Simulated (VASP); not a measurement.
# La (Fd-3m) in VASP: further runs

Runs on La. Level: RPBE. Tasks: single point.

All numbers are computed with VASP 6.6.1; they aren't measurements. Logs are shortened: lines on timing, memory, paths and dates and some standing lists are left out, and cuts for length are marked.

### Step 1. The cell of the first run

It takes space group Fd-3m (No. 227, cubic). Conventional cell: a = 6.931 Å, b = 6.931 Å, c = 6.931 Å, α = 90.00°, β = 90.00°, γ = 90.00°. Within 4.0 Å of La (site symmetry -43m) lie 4 La at 3.00 Å.

This isn't the form of La at room conditions, which is double hcp.

### Step 2. Single point, RPBE (41.62 Å³/atom)

INCAR

```
  ALGO = Normal
  EDIFF = 1E-7
  ENCUT = 520
  GGA = RP
  ISIF = 2
  ISMEAR = -1
  LASPH = T
  LCHARG = T
  LELF = T
  LREAL = F
  LVHAR = T
  LWAVE = F
  NBANDS = 18
  NELM = 80
  PREC = Accurate
  SIGMA = 0.1
```

KPOINTS

```
k-points
0
Gamma
  9 9 9
```

POSCAR

```
La
1.0
    0.0000000000      3.4654272962      3.4654272962
    3.4654272962      0.0000000000      3.4654272962
    3.4654272962      3.4654272962      0.0000000000
La
2
Direct
    0.1250000000      0.1250000000      0.1250000000
    0.8750000000      0.8750000000      0.8750000000
```

Potentials or basis: VASP PAW PBE potentials, release 64 (La).

The run is started by

```sh
> cat potpaw_PBE.64/La/POTCAR > POTCAR
> mpirun -np 1 vasp_std > vasp.out
```

OUTCAR:

```text
EDIFF = 1E-7
   ENCUT = 520
   GGA = RP
   ISIF = 2
   ISMEAR = -1
   LASPH = T
   LREAL = F
   NELM = 80
   PREC = Accurate

 ion  position               nearest neighbor table
   1  0.125  0.125  0.125-   2 3.00   2 3.00   2 3.00   2 3.00
   2  0.875  0.875  0.875-   1 3.00   1 3.00   1 3.00   1 3.00

  LATTYP: Found a face centered cubic cell.
 ALAT       =     6.9308545924

  Lattice vectors:

 A1 = (   0.0000000000,   3.4654272962,   3.4654272962)
 A2 = (   3.4654272962,   0.0000000000,   3.4654272962)
 A3 = (   3.4654272962,   3.4654272962,   0.0000000000)

Analysis of symmetry for initial positions (statically):
=====================================================================
 Subroutine PRICEL returns:
 Original cell was already a primitive cell.

 Routine SETGRP: Setting up the symmetry group for a
 face centered cubic supercell.

 Subroutine GETGRP returns: Found 48 space group operations
 (whereof 12 operations were pure point group operations)
 out of a pool of 48 trial point group operations.

The static configuration has the point symmetry D_3d.
 The point group associated with its full space group is O_h .

Analysis of symmetry for dynamics (positions and initial velocities):
=====================================================================
 Subroutine PRICEL returns:
 Original cell was already a primitive cell.

 Routine SETGRP: Setting up the symmetry group for a
 face centered cubic supercell.

 Subroutine GETGRP returns: Found 48 space group operations
 (whereof 12 operations were pure point group operations)
 out of a pool of 48 trial point group operations.

The dynamic configuration has the point symmetry D_3d.
 The point group associated with its full space group is O_h .

 Subroutine INISYM returns: Found 48 space group operations
 (whereof 12 operations are pure point group operations),
 and found     1 'primitive' translations

----------------------------------------------------------------------------------------

                                     Primitive cell

  volume of cell :      83.2339

  direct lattice vectors                    reciprocal lattice vectors
     0.000000000  3.465427296  3.465427296    -0.144282352  0.144282352  0.144282352
[... 74 lines left out ...]
   NGX,Y,Z   is equivalent  to a cutoff of  12.21, 12.21, 12.21 a.u.
   NGXF,Y,Z  is equivalent  to a cutoff of  24.42, 24.42, 24.42 a.u.
 SYSTEM =  unknown system
   PREC   = accura    normal or accurate (medium, high low for compatibility)
   ISTART =      0    job   : 0-new  1-cont  2-samecut
   ICHARG =      2    charge: 1-file 2-atom 10-const
   ISPIN  =      1    spin polarized calculation?
   LNONCOLLINEAR =      F non collinear calculations
   LSORBIT =      F    spin-orbit coupling
   LASPH  =      T    aspherical Exc in radial PAW
   ENCUT  =  520.0 eV  38.22 Ry    6.18 a.u.   9.11  9.11  9.11*2*pi/ulx,y,z
   NELM   =     80;   NELMIN=  2; NELMDL= -5     # of ELM steps
   EDIFF  = 0.1E-06   stopping-criterion for ELM
   LREAL  =      F    real-space projection
   EDIFFG = 0.1E-05   stopping-criterion for IOM
   NSW    =      0    number of steps for IOM
   IBRION =     -1    ionic relax: 0-MD 1-quasi-New 2-CG
   NFREE  =      0    steps in history (QN), initial steepest desc. (CG)
   ISIF   =      2    stress and relaxation
   ISYM   =      2    0-nonsym 1-usesym 2-fastsym
   POTIM  = 0.5000    time-step for ionic-motion
   TEBEG  =    0.0;   TEEND  =   0.0 temperature during run
   PSTRESS=    0.0 pullay stress
   NELECT =      22.0000    total number of electrons
   NUPDOWN=      -1.0000    fix difference up-down
   EMIN   =  10.00;   EMAX   =-10.00  energy-range for DOS
   EFERMI =   0.00;   METHOD = LEGACY
   ISMEAR =    -1;   SIGMA  =   0.10  broadening in eV -4-tet -1-fermi 0-gaus
   EFERMI_NEDOS =   21; number of points for ismear=-14 and -15
   IALGO  =     38    algorithm
   IMIX   =      4    mixing-type and parameters
     AMIX     =   0.40;   BMIX     =  1.00
     AMIX_MAG =   1.60;   BMIX_MAG =  1.00
  volume/ion in A,a.u.               =      41.62       280.85
  Fermi-wavevector in a.u.,A,eV,Ry     =   1.050628  1.985399 15.018369  1.103819
  Thomas-Fermi vector in A             =   2.185639
   LORBIT       =      0    0 simple, 1 ext, 2 COOP (PROOUT), +10 PAW based schemes
   GGA     = RP    functional components
   LHFCALC =     F    Hartree Fock is set to
   AEXX    =    0.0000 exact exchange contribution
   IVDW    =     0    specifies the selected vdW correction
   LEPSILON=     F    determine dielectric tensor
   LRPA    =     F    only Hartree local field effects (RPA)
 non-spin polarized calculation
  energy-cutoff  :      520.00
  volume of cell :       83.23
 maximum number of plane-waves:      2253
   NGX = 19   NGY = 19   NGZ = 19

 number of electron      22.0000003 magnetization

 Free energy of the ion-electron system (eV)
  ---------------------------------------------------
  ext. energy  EPLUGINS =         0.00000000
  ---------------------------------------------------
  free energy    TOTEN  =        -6.93902537 eV

  energy without entropy =       -6.83710364  energy(sigma->0) =       -6.88806451

 E-fermi :   6.5386     XC(G=0):  -8.7735

 val. band max:        6.5329708585   @ k =   0.4444   0.4444   0.0000
 cond. band min:       6.5428377883   @ k =   0.4444   0.3333   0.1111
 fundamental gap:      0.0098669298
 Fermi energy:         6.5386134696

 k-point     1 :       0.0000    0.0000    0.0000
  band No.  band energies     occupation
      1     -26.9690      2.00000
      2     -25.7503      2.00000
      3     -11.1240      2.00000
      4     -11.1240      2.00000
      5     -11.1240      2.00000
      6      -9.4046      2.00000
[... 481 lines left out ...]
      5     -10.3891      2.00000
      6     -10.1031      2.00000
[... 10 lines left out ...]
     17       8.1207      0.00000
     18       8.2152      0.00000

 [... further k-points ...]
[... 5 lines left out ...]
  --------------------------------------------------------------------------------------
  -------------------------------------------------------------------------------------
  Total       -1.0876633     -1.0876633     -1.0876633      0.0000000      0.0000000     -0.0000000
  in kB      -20.9365282    -20.9365282    -20.9365282      0.0000000      0.0000000     -0.0000000
  external PRESSURE =     -20.9365282 kB  Pullay stress =       0.0000000 kB

 VOLUME and BASIS-vectors are now :
 -----------------------------------------------------------------------------
  energy-cutoff  :      520.00
  volume of cell :       83.23
      direct lattice vectors                 reciprocal lattice vectors
     0.000000000  3.465427296  3.465427296    -0.144282352  0.144282352  0.144282352
     3.465427296  0.000000000  3.465427296     0.144282352 -0.144282352  0.144282352
     3.465427296  3.465427296  0.000000000     0.144282352  0.144282352 -0.144282352

 POSITION                                       TOTAL-FORCE (eV/Angst)
 -----------------------------------------------------------------------------------
      0.86636      0.86636      0.86636        -0.000000     -0.000000     -0.000000
      6.06450      6.06450      6.06450         0.000000      0.000000      0.000000
 -----------------------------------------------------------------------------------
    total drift:                               -0.000000      0.000000      0.000000

  FREE ENERGIE OF THE ION-ELECTRON SYSTEM (eV)
  ---------------------------------------------------
  free  energy   TOTEN  =        -6.9390253720 eV

  energy  without entropy=       -6.8371036421  energy(sigma->0) =       -6.88806451
```

Wall time 36 s (1 thread of Intel Xeon Platinum 8488C (Sapphire Rapids), shared host); peak memory 0.23 GiB.

Results:

```yaml
Free_energy: -6.9390 eV
Pressure: -2.1 GPa
Band_gap_on_the_k_mesh: zero (bands 11 and 12 overlap by 0.40 eV)
```

Levels at points of the mesh, in eV from the Fermi level:
```tsv
k point	band 9	band 10	band 11	band 12	band 13	band 14
(0.00, 0.00, 0.00)	-2.37	-0.59	-0.59	0.82	0.82	0.82
```

Caveat: the PAW data sets were made with another functional, which shifts forces and pressure a little; spin-orbit coupling is left out, which moves the levels of the heavy elements.

### Step 3. Single point, RPBE (43.16 Å³/atom)

This run uses another cell than the first one, of 43.16 Å³/atom.

Changes to INCAR since step 2:

```diff
@@ -1,3 +1,3 @@
   ALGO = Normal
-  EDIFF = 1E-7
+  EDIFF = 1E-6
   ENCUT = 520
```

KPOINTS is that of step 2.

POSCAR

```
La
1.0
    0.0000000000      3.5076927702      3.5076927702
    3.5076927702      0.0000000000      3.5076927702
    3.5076927702      3.5076927702      0.0000000000
La
2
Direct
    0.1250000000      0.1250000000      0.1250000000
    0.8750000000      0.8750000000      0.8750000000
```

Potentials or basis: VASP PAW PBE potentials, release 64 (La).

The run is started by

```sh
> cat potpaw_PBE.64/La/POTCAR > POTCAR
> mpirun -np 1 vasp_std > vasp.out
```

OUTCAR:

```text
EDIFF = 1E-6
   ENCUT = 520
   GGA = RP
   ISIF = 2
   ISMEAR = -1
   LASPH = T
   LREAL = F
   NELM = 80
   PREC = Accurate

 ion  position               nearest neighbor table
   1  0.125  0.125  0.125-   2 3.04   2 3.04   2 3.04   2 3.04
   2  0.875  0.875  0.875-   1 3.04   1 3.04   1 3.04   1 3.04

  LATTYP: Found a face centered cubic cell.
 ALAT       =     7.0153855404

  Lattice vectors:

 A1 = (   0.0000000000,   3.5076927702,   3.5076927702)
 A2 = (   3.5076927702,   0.0000000000,   3.5076927702)
 A3 = (   3.5076927702,   3.5076927702,   0.0000000000)

Analysis of symmetry for initial positions (statically):
=====================================================================
 Subroutine PRICEL returns:
 Original cell was already a primitive cell.

 Routine SETGRP: Setting up the symmetry group for a
 face centered cubic supercell.

 Subroutine GETGRP returns: Found 48 space group operations
 (whereof 12 operations were pure point group operations)
 out of a pool of 48 trial point group operations.
[... 161 lines left out ...]
  free energy    TOTEN  =        -6.89341258 eV

  energy without entropy =       -6.77904374  energy(sigma->0) =       -6.83622816

 E-fermi :   6.2271     XC(G=0):  -8.6362

 val. band max:        6.2203488484   @ k =   0.4444   0.1111   0.0000
 cond. band min:       6.2292474536   @ k =  -0.3333   0.1111   0.0000
 fundamental gap:      0.0088986052
 Fermi energy:         6.2270698364

 k-point     1 :       0.0000    0.0000    0.0000
  band No.  band energies     occupation
      1     -27.2653      2.00000
      2     -26.1738      2.00000
      3     -11.4001      2.00000
      4     -11.4001      2.00000
      5     -11.4001      2.00000
      6      -9.7987      2.00000
[... 481 lines left out ...]
      5     -10.7225      2.00000
      6     -10.4550      2.00000
[... 10 lines left out ...]
     17       7.7659      0.00000
     18       7.8434      0.00000

 [... further k-points ...]

------------------------ aborting loop because EDIFF is reached ----------------------------------------

  FORCE on cell =-STRESS in cart. coord.  units (eV):
  Direction    XX          YY          ZZ          XY          YZ          ZX
  --------------------------------------------------------------------------------------
  -------------------------------------------------------------------------------------
  Total       -1.4286953     -1.4286953     -1.4286953     -0.0000000     -0.0000000      0.0000000
  in kB      -26.5189037    -26.5189037    -26.5189037     -0.0000000     -0.0000000      0.0000000
  external PRESSURE =     -26.5189037 kB  Pullay stress =       0.0000000 kB

 VOLUME and BASIS-vectors are now :
 -----------------------------------------------------------------------------
  energy-cutoff  :      520.00
  volume of cell :       86.32
      direct lattice vectors                 reciprocal lattice vectors
     0.000000000  3.507692770  3.507692770    -0.142543841  0.142543841  0.142543841
     3.507692770  0.000000000  3.507692770     0.142543841 -0.142543841  0.142543841
     3.507692770  3.507692770  0.000000000     0.142543841  0.142543841 -0.142543841

 POSITION                                       TOTAL-FORCE (eV/Angst)
 -----------------------------------------------------------------------------------
      0.87692      0.87692      0.87692        -0.000000     -0.000000     -0.000000
      6.13846      6.13846      6.13846         0.000000      0.000000      0.000000
 -----------------------------------------------------------------------------------
    total drift:                                0.000000      0.000000     -0.000000

  FREE ENERGIE OF THE ION-ELECTRON SYSTEM (eV)
  ---------------------------------------------------
  free  energy   TOTEN  =        -6.8934125751 eV

  energy  without entropy=       -6.7790437429  energy(sigma->0) =       -6.83622816
```

OSZICAR:

```text
N       E                     dE             d eps       ncg     rms          rms(c)
DAV:   1     0.266980078414E+03    0.26698E+03   -0.80767E+03  1260   0.162E+03
DAV:   2     0.351379245479E+02   -0.23184E+03   -0.22819E+03  1812   0.297E+02
DAV:   3    -0.252806016436E+01   -0.37666E+02   -0.36849E+02  2016   0.138E+02
DAV:   4    -0.672961457145E+01   -0.42016E+01   -0.39298E+01  2520   0.459E+01
DAV:   5    -0.712434350124E+01   -0.39473E+00   -0.38790E+00  2064   0.123E+01    0.514E+00
DAV:   6    -0.690683039802E+01    0.21751E+00   -0.16598E+00  2504   0.108E+01    0.336E+00
DAV:   7    -0.691292344849E+01   -0.60931E-02   -0.24582E-01  2496   0.366E+00    0.145E+00
DAV:   8    -0.689307769958E+01    0.19846E-01   -0.56546E-02  2520   0.240E+00    0.160E-01
DAV:   9    -0.689318643623E+01   -0.10874E-03   -0.54666E-03  2496   0.490E-01    0.875E-02
DAV:  10    -0.689343497077E+01   -0.24853E-03   -0.10745E-03  2496   0.329E-01    0.279E-02
DAV:  11    -0.689341027281E+01    0.24698E-04   -0.12559E-04  2056   0.100E-01    0.849E-03
DAV:  12    -0.689341313466E+01   -0.28619E-05   -0.18044E-05  2416   0.428E-02    0.297E-03
DAV:  13    -0.689341257506E+01    0.55960E-06   -0.23522E-06  1680   0.145E-02
   1 F= -.68934126E+01 E0= -.68362282E+01  d E =-.114369E+00
```

stdout:

```text
POSCAR found type information on POSCAR La
 POSCAR found :  1 types and       2 ions
 scaLAPACK will be used
 -----------------------------------------------------------------------------
|                                                                             |
|                                                                             |
|     You enforced a specific xc type in the INCAR file but a different       |
|     I HOPE YOU KNOW WHAT YOU ARE DOING!                                     |
|                                                                             |
 -----------------------------------------------------------------------------

 LDA part: xc-table for (Slater+PW92), standard interpolation
 POSCAR, INCAR and KPOINTS ok, starting setup
 FFT: planning ... GRIDC
 FFT: planning ... GRID_SOFT
 FFT: planning ... GRID
 WAVECAR not read
 entering main loop
```

Wall time 51 s (1 thread of Intel Xeon Platinum 8488C (Sapphire Rapids), shared host); peak memory 0.27 GiB.

What came out:

```yaml
Free_energy: -6.8934 eV
Pressure: -2.7 GPa
Band_gap_on_the_k_mesh: zero (bands 11 and 12 overlap by 0.46 eV)
```

Caveat: the PAW data sets were made with another functional, which shifts forces and pressure a little; spin-orbit coupling is left out, which moves the levels of the heavy elements.

### Step 4. Single point, RPBE

This run uses another cell than the first one, of 38.53 Å³/atom.

INCAR

```
PREC = Accurate
ENCUT = 520
EDIFF = 1E-6
ISMEAR = -1
SIGMA = 0.1
LREAL = False
LASPH = True
NELM = 100
ALGO = Normal
ISIF = 2
LWAVE = False
LCHARG = False
GGA = RP
NBANDS = 18
```

KPOINTS

```
regular mesh
0
Gamma
  13 13 13
```

POSCAR

```
La
1.0
    0.0000000000      3.3776569615      3.3776569615
    3.3776569615      0.0000000000      3.3776569615
    3.3776569615      3.3776569615      0.0000000000
La
2
Direct
    0.1250000000      0.1250000000      0.1250000000
    0.8750000000      0.8750000000      0.8750000000
```

The run is started by

```sh
> cat potpaw_PBE.64/La/POTCAR > POTCAR
> mpirun -np 1 vasp_std > vasp.out
```

Run time: 71 s. Hardware: 1 thread of Intel Xeon Platinum 8488C (Sapphire Rapids), shared host; peak memory 0.28 GiB.

Results (log left out):

```
Free energy            : -6.9848 eV
Pressure               : 0.0 GPa
Band gap on the k mesh : zero (bands 11 and 12 overlap by 0.31 eV)
```

Levels at points of the mesh, in eV from the Fermi level:
| k point | band 7 | band 8 | band 9 | band 10 | band 11 | band 12 | band 13 | band 14 | band 15 | band 16 |
| --- | --- | --- | --- | --- | --- | --- | --- | --- | --- | --- |
| (0.00, 0.00, 0.00) | -15.74 | -15.74 | -2.37 | -0.68 | -0.68 | 0.88 | 0.88 | 0.88 | 1.51 | 1.60 |

Caveat: the PAW data sets were made with another functional, which shifts forces and pressure a little; spin-orbit coupling is left out, which moves the levels of the heavy elements.

### Step 5. The runs side by side

```csv
cell,k mesh,gap on the mesh (eV),pressure (GPa)
"a = 4.901 Å, angles 60.0°, 2 atoms",9 × 9 × 9,none,-2.1
"a = 4.961 Å, angles 60.0°, 2 atoms",9 × 9 × 9,none,-2.7
"a = 4.777 Å, angles 60.0°, 2 atoms",13 × 13 × 13,none,0.0
```

Alike in all rows: task single point; level RPBE; potentials or basis VASP PAW PBE potentials, release 64 (La); no spin polarisation; cutoff (eV) 520; smearing fermi-dirac 0.1 eV.

Caveats: the PAW data sets were made with another functional, which shifts forces and pressure a little; spin-orbit coupling is left out, which moves the levels of the heavy elements.

Absolute energies hang on the potentials; compare differences alone.
